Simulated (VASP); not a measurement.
Here is a VASP 6.6.1 calculation.

INCAR

```
SYSTEM = Hf3Be
PREC = Accurate
ENCUT = 520
EDIFF = 1E-7
ISMEAR = -1
SIGMA = 0.05
LREAL = .False.
LASPH = .True.
NELM = 100
ALGO = Fast
ISIF = 2
LWAVE = .False.
LCHARG = .False.
GGA = PE
NBANDS = 24
```

The input KPOINTS:

```
Automatic mesh
0
Gamma
  9 9 9
  0 0 0
```

The input POSCAR:

```
Hf3Be
1.0
   -2.0340184766      2.0340184766      4.2359641552
    2.0340184766     -2.0340184766      4.2359641552
    2.0340184766      2.0340184766     -4.2359641552
Hf Be
3 1
Direct
    0.5000000000      0.5000000000      0.0000000000
    0.2500000000      0.7500000000      0.5000000000
    0.7500000000      0.2500000000      0.5000000000
    0.0000000000      0.0000000000      0.0000000000
```

Potentials or basis: VASP PAW PBE potentials, release 64 (Hf_pv, Be).

The run is started by

```sh
$ cat potpaw_PBE.64/Hf_pv/POTCAR potpaw_PBE.64/Be/POTCAR > POTCAR
$ mpirun -np 1 vasp_std > vasp.out
```

Task: Estimate the band gap on the k mesh.

Result: Zero (bands 16 and 17 overlap by 0.67 eV).

Task: Predict the pressure.

Result: 9.6 GPa.

Caveat: the cell stands under pressure; spin-orbit coupling is left out, which moves the levels of the heavy elements.
